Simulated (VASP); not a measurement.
# As (P4_322) in VASP: relaxation of cell and atoms with PBE

Aim: the relaxation of cell and atoms of As with PBE.

All numbers are computed with VASP 6.6.1; they aren't measurements. Logs are shortened: lines on timing, memory, paths and dates and some standing lists are left out, and cuts for length are marked.

## Step 1: The cell of the first run

It takes space group P4_322 (No. 95, tetragonal). The conventional cell has a = 5.578 Å, b = 5.578 Å, c = 3.603 Å, α = 90.00°, β = 90.00°, γ = 90.00°. As (site symmetry 2) has 4 As at 2.46 to 2.90 Å within 3.3 Å.

The cell was generated, and may not be a known phase.

## Step 2: Relaxation of cell and atoms, PBE

File INCAR:

```
PREC = Accurate
ENCUT = 600
EDIFF = 1E-6
ISMEAR = 0
SIGMA = 0.1
LREAL = False
LASPH = True
NELM = 100
ALGO = Normal
ISIF = 3
LWAVE = False
LCHARG = False
GGA = PE
IBRION = 2
NSW = 100
EDIFFG = -0.01
```

File KPOINTS:

```
regular mesh
0
Gamma
  8 8 14
```

File POSCAR:

```
As
1.0
    5.5777256980      0.0000000000      0.0000000000
    0.0000000000      5.5777256980      0.0000000000
    0.0000000000      0.0000000000      3.6032130731
As
4
Direct
    0.0000000000      0.3493012910      0.5000000000
    0.0000000000      0.6506987090      0.0000000000
    0.3493012910      0.0000000000      0.7500000000
    0.6506987090      0.0000000000      0.2500000000
```

Potentials or basis: VASP PAW PBE potentials, release 64 (As).

On the command line:

```
> cat potpaw_PBE.64/As/POTCAR > POTCAR
> mpirun -np 1 vasp_std > vasp.out
```

OUTCAR:

```text
PREC = Accurate
   ENCUT = 600
   EDIFF = 1E-6
   ISMEAR = 0
   LREAL = False
   LASPH = True
   NELM = 100
   ISIF = 3
   GGA = PE
   IBRION = 2
   NSW = 100
   EDIFFG = -0.01

 ion  position               nearest neighbor table
   1  0.000  0.349  0.500-   2 2.46   2 2.46   4 2.90   3 2.90
   2  0.000  0.651  0.000-   1 2.46   1 2.46   4 2.90   3 2.90
   3  0.349  0.000  0.750-   4 2.46   4 2.46   1 2.90   2 2.90
   4  0.651  0.000  0.250-   3 2.46   3 2.46   1 2.90   2 2.90

  LATTYP: Found a simple tetragonal cell.
 ALAT       =     5.5777256980
 C/A-ratio  =     0.6460004074

  Lattice vectors:

 A1 = (   5.5777256980,   0.0000000000,   0.0000000000)
 A2 = (   0.0000000000,   5.5777256980,   0.0000000000)
 A3 = (   0.0000000000,   0.0000000000,   3.6032130731)

Analysis of symmetry for initial positions (statically):
=====================================================================
 Subroutine PRICEL returns:
 Original cell was already a primitive cell.

 Routine SETGRP: Setting up the symmetry group for a
 simple tetragonal supercell.

 Subroutine GETGRP returns: Found  8 space group operations
 (whereof  2 operations were pure point group operations)
 out of a pool of 16 trial point group operations.

The static configuration has the point symmetry C_2 .
 The point group associated with its full space group is D_4 .

Analysis of symmetry for dynamics (positions and initial velocities):
=====================================================================
 Subroutine PRICEL returns:
 Original cell was already a primitive cell.

 Routine SETGRP: Setting up the symmetry group for a
 simple tetragonal supercell.

 Subroutine GETGRP returns: Found  8 space group operations
 (whereof  2 operations were pure point group operations)
 out of a pool of 16 trial point group operations.

The dynamic configuration has the point symmetry C_2 .
 The point group associated with its full space group is D_4 .

 Subroutine INISYM returns: Found  8 space group operations
 (whereof  2 operations are pure point group operations),
 and found     1 'primitive' translations

----------------------------------------------------------------------------------------

                                     Primitive cell

  volume of cell :     112.0996

  direct lattice vectors                    reciprocal lattice vectors
     5.577725698  0.000000000  0.000000000     0.179284543  0.000000000  0.000000000
     0.000000000  5.577725698  0.000000000     0.000000000  0.179284543  0.000000000
     0.000000000  0.000000000  3.603213073     0.000000000  0.000000000  0.277530077

  length of vectors
     5.577725698  5.577725698  3.603213073     0.179284543  0.179284543  0.277530077

  position of ions in fractional coordinates (direct lattice)
     0.000000000  0.349301291  0.500000000
     0.000000000  0.650698709  0.000000000
     0.349301291  0.000000000  0.750000000
     0.650698709  0.000000000  0.250000000

  ion indices of the primitive-cell ions
   primitive index   ion index
                 1           1
                 2           2
                 3           3
                 4           4

----------------------------------------------------------------------------------------

 KPOINTS: regular mesh

Automatic generation of k-mesh.
 Grid dimensions read from file:
 generate k-points for:    8    8   14

 Generating k-lattice:

  Cartesian coordinates                     Fractional coordinates (reciprocal lattice)
     0.022410568  0.000000000  0.000000000     0.125000000  0.000000000  0.000000000
     0.000000000  0.022410568  0.000000000     0.000000000  0.125000000  0.000000000
     0.000000000  0.000000000  0.019823577     0.000000000  0.000000000  0.071428571

  Length of vectors
     0.022410568  0.022410568  0.019823577

  Shift w.r.t. Gamma in fractional coordinates (k-lattice)
     0.000000000  0.000000000  0.000000000

 Subroutine IBZKPT returns following result:
 ===========================================

 Found    120 irreducible k-points:

 Following reciprocal coordinates:
            Coordinates               Weight
  0.000000  0.000000  0.000000      1.000000
  0.125000  0.000000  0.000000      4.000000
  0.250000  0.000000  0.000000      4.000000
  0.375000  0.000000  0.000000      4.000000
  0.500000  0.000000  0.000000      2.000000
  0.125000  0.125000  0.000000      4.000000
[... 16 lines left out ...]
  0.375000  0.125000  0.071429     16.000000
  0.500000  0.125000  0.071429      8.000000
 [... further k-points ...]
   k-points           NKPTS =    120   k-points in BZ     NKDIM =    120   number of bands    NBANDS=     14
   number of dos      NEDOS =    301   number of ions     NIONS =      4
   total plane-waves  NPLWV =  69120
   dimension x,y,z NGX =    48 NGY =   48 NGZ =   30
   dimension x,y,z NGXF=    96 NGYF=   96 NGZF=   60
   ions per type =               4
   NGX,Y,Z   is equivalent  to a cutoff of  14.31, 14.31, 13.84 a.u.
   NGXF,Y,Z  is equivalent  to a cutoff of  28.61, 28.61, 27.68 a.u.
 SYSTEM =  unknown system
   PREC   = accura    normal or accurate (medium, high low for compatibility)
   ISTART =      0    job   : 0-new  1-cont  2-samecut
   ICHARG =      2    charge: 1-file 2-atom 10-const
   ISPIN  =      1    spin polarized calculation?
   LNONCOLLINEAR =      F non collinear calculations
   LSORBIT =      F    spin-orbit coupling
   LASPH  =      T    aspherical Exc in radial PAW
   ENCUT  =  600.0 eV  44.10 Ry    6.64 a.u.  11.14 11.14  7.20*2*pi/ulx,y,z
   NELM   =    100;   NELMIN=  2; NELMDL= -5     # of ELM steps
   EDIFF  = 0.1E-05   stopping-criterion for ELM
   LREAL  =      F    real-space projection
   EDIFFG = -.1E-01   stopping-criterion for IOM
   NSW    =    100    number of steps for IOM
   IBRION =      2    ionic relax: 0-MD 1-quasi-New 2-CG
   NFREE  =      1    steps in history (QN), initial steepest desc. (CG)
   ISIF   =      3    stress and relaxation
   ISYM   =      2    0-nonsym 1-usesym 2-fastsym
   POTIM  = 0.5000    time-step for ionic-motion
   TEBEG  =    0.0;   TEEND  =   0.0 temperature during run
   PSTRESS=    0.0 pullay stress
   NELECT =      20.0000    total number of electrons
   NUPDOWN=      -1.0000    fix difference up-down
   EMIN   =  10.00;   EMAX   =-10.00  energy-range for DOS
   EFERMI =   0.00;   METHOD = LEGACY
   ISMEAR =     0;   SIGMA  =   0.10  broadening in eV -4-tet -1-fermi 0-gaus
   EFERMI_NEDOS =   21; number of points for ismear=-14 and -15
   IALGO  =     38    algorithm
   IMIX   =      4    mixing-type and parameters
     AMIX     =   0.40;   BMIX     =  1.00
     AMIX_MAG =   1.60;   BMIX_MAG =  1.00
  volume/ion in A,a.u.               =      28.02       189.12
  Fermi-wavevector in a.u.,A,eV,Ry     =   0.921616  1.741602 11.556467  0.849376
  Thomas-Fermi vector in A             =   2.047052
   LORBIT       =      0    0 simple, 1 ext, 2 COOP (PROOUT), +10 PAW based schemes
   GGA     = PE    functional components
   LHFCALC =     F    Hartree Fock is set to
   AEXX    =    0.0000 exact exchange contribution
   IVDW    =     0    specifies the selected vdW correction
   LEPSILON=     F    determine dielectric tensor
   LRPA    =     F    only Hartree local field effects (RPA)
 conjugate gradient relaxation of ions
 non-spin polarized calculation
 Gauss-broadening in eV      SIGMA  =   0.10
  energy-cutoff  :      600.00
  volume of cell :      112.10
 maximum number of plane-waves:      3800
 NGX is ok and might be reduce to    48
   NGX = 23   NGY = 23   NGZ = 15

--------------------------------------- Ionic step        1  -------------------------------------------

 number of electron      20.0000001 magnetization

 Free energy of the ion-electron system (eV)
  ---------------------------------------------------
  ext. energy  EPLUGINS =         0.00000000
  ---------------------------------------------------
  free energy    TOTEN  =       -17.44954625 eV

  energy without entropy =      -17.43827867  energy(sigma->0) =      -17.44391246

------------------------ aborting loop because EDIFF is reached ----------------------------------------

  FORCE on cell =-STRESS in cart. coord.  units (eV):
  Direction    XX          YY          ZZ          XY          YZ          ZX
  --------------------------------------------------------------------------------------
  -------------------------------------------------------------------------------------
  Total        0.1584851      0.1584851     -0.3976482      0.0000000      0.0000000      0.0000000
  in kB        2.2651385      2.2651385     -5.6833623      0.0000000      0.0000000      0.0000000
  external PRESSURE =      -0.3843618 kB  Pullay stress =       0.0000000 kB
[... 95 lines left out ...]
  FREE ENERGIE OF THE ION-ELECTRON SYSTEM (eV)
  ---------------------------------------------------
  free  energy   TOTEN  =       -17.4522129173 eV

  energy  without entropy=      -17.4413583405  energy(sigma->0) =      -17.44678563

[... ionic steps 4 to 8 ...]

--------------------------------------- Ionic step        9  -------------------------------------------

 number of electron      20.0000000 magnetization

------------------------ aborting loop because EDIFF is reached ----------------------------------------

  FORCE on cell =-STRESS in cart. coord.  units (eV):
  Direction    XX          YY          ZZ          XY          YZ          ZX
  --------------------------------------------------------------------------------------
  -------------------------------------------------------------------------------------
  Total       -0.0102849     -0.0102849      0.0472779      0.0000000      0.0000000     -0.0000000
  in kB       -0.1441016     -0.1441016      0.6624091      0.0000000      0.0000000     -0.0000000
  external PRESSURE =       0.1247353 kB  Pullay stress =       0.0000000 kB
[... 61 lines left out ...]
  energy  without entropy=      -17.4457392739  energy(sigma->0) =      -17.45049860

--------------------------------------- Ionic step       11  -------------------------------------------

 number of electron      20.0000000 magnetization

 Free energy of the ion-electron system (eV)
  ---------------------------------------------------
  ext. energy  EPLUGINS =         0.00000000
  ---------------------------------------------------
  free energy    TOTEN  =       -17.45525800 eV

  energy without entropy =      -17.44572857  energy(sigma->0) =      -17.45049329

 E-fermi :   2.7306     XC(G=0):  -8.4893

 val. band max:        2.7200529297   @ k =   0.1250   0.0000   0.3571
 cond. band min:       2.7505618588   @ k =   0.2500   0.0000   0.0000
 fundamental gap:      0.0305089291
 Fermi energy:         2.7305530940

 k-point     1 :       0.0000    0.0000    0.0000
  band No.  band energies     occupation
      1     -11.1011      2.00000
      2      -9.7552      2.00000
      3      -5.7136      2.00000
      4      -5.7136      2.00000
      5      -1.4460      2.00000
      6       0.4053      2.00000
      7       0.4053      2.00000
      8       0.9513      2.00000
      9       0.9513      2.00000
     10       1.4924      2.00000
     11       4.5561      0.00000
     12       4.8589      0.00000
     13       4.8589      0.00000
     14       5.9001      0.00000
[... 375 lines left out ...]
 k-point    24 :       0.5000    0.1250    0.0714
  band No.  band energies     occupation
      1     -10.5105      2.00000
      2     -10.3633      2.00000
      3      -6.3395      2.00000
      4      -4.9807      2.00000
      5      -1.2323      2.00000
      6      -0.2972      2.00000
      7       0.2113      2.00000
      8       0.4497      2.00000
      9       1.4957      2.00000
     10       2.2209      2.00000
     11       3.9909      0.00000
     12       5.1158      0.00000
     13       5.3176      0.00000
     14       5.9244      0.00000

 [... further k-points ...]

------------------------ aborting loop because EDIFF is reached ----------------------------------------

  FORCE on cell =-STRESS in cart. coord.  units (eV):
  Direction    XX          YY          ZZ          XY          YZ          ZX
  --------------------------------------------------------------------------------------
  -------------------------------------------------------------------------------------
  Total        0.0147776      0.0147776      0.0387403      0.0000000      0.0000000     -0.0000000
  in kB        0.2072104      0.2072104      0.5432127      0.0000000      0.0000000     -0.0000000
  external PRESSURE =       0.3192112 kB  Pullay stress =       0.0000000 kB
[... 19 lines left out ...]
  FREE ENERGIE OF THE ION-ELECTRON SYSTEM (eV)
  ---------------------------------------------------
  free  energy   TOTEN  =       -17.4552580034 eV

  energy  without entropy=      -17.4457285702  energy(sigma->0) =      -17.45049329

 reached required accuracy - stopping structural energy minimisation
```

Wall time 9.9 min (1 thread of Intel Xeon Platinum 8488C (Sapphire Rapids), shared host); peak memory 0.39 GiB.

Results:

| Property | Result |
| --- | --- |
| Free energy | -17.4553 eV |
| Relaxed volume | 28.57 Å³/atom |
| Relaxed cell | a = 5.659 Å, b = 5.659 Å, c = 3.567 Å, α = 90.00°, β = 90.00°, γ = 90.00° |
| Space group after relaxing (to 0.1 Å) | P4_322 (No. 95) |
| Energy gained by relaxing | 1.4 meV/atom |
| Ionic steps | 11 |
| Pressure after relaxing | 0.0 GPa |
| Largest force after relaxing | 0.004 eV/Å |
| Band gap on the k mesh | zero (bands 10 and 11 overlap by 0.47 eV) |

Forces in eV/Å, atoms in the order of the input:
```
As   0.000 -0.004  0.000
As   0.000  0.004  0.000
As  -0.004  0.000  0.000
As   0.004  0.000  0.000
```

Step by step:
```tsv
step	energy change (eV)	largest force (eV/Å)	pressure (GPa)	volume (Å³)
1	0.0000	0.0331	-0.04	112.10
2	-0.0021	0.0270	0.14	111.99
3	-0.0027	0.0205	0.30	111.90
4	-0.0040	0.0593	0.05	112.80
5	-0.0041	0.0853	-0.11	113.40
6	-0.0050	0.0626	-0.09	113.83
7	-0.0055	0.0131	-0.03	114.63
8	-0.0056	0.0192	-0.04	114.54
9	-0.0057	0.0040	0.01	114.35
10	-0.0057	0.0024	0.03	114.28
11	-0.0057	0.0037	0.03	114.26
```

Final structure:
```cif
data_structure
_symmetry_space_group_name_H-M 'P 1'
_symmetry_Int_Tables_number 1
_cell_length_a 5.6594
_cell_length_b 5.6594
_cell_length_c 3.5674
_cell_angle_alpha 90.000
_cell_angle_beta 90.000
_cell_angle_gamma 90.000
_cell_volume 114.26
loop_
_atom_site_label
_atom_site_type_symbol
_atom_site_fract_x
_atom_site_fract_y
_atom_site_fract_z
_atom_site_occupancy
As1 As 0.00000 0.35249 0.50000 1
As2 As 0.00000 0.64751 0.00000 1
As3 As 0.35249 0.00000 0.75000 1
As4 As 0.64751 0.00000 0.25000 1
```

The gap in the log of VASP goes by the Fermi energy; the results here count the filled bands.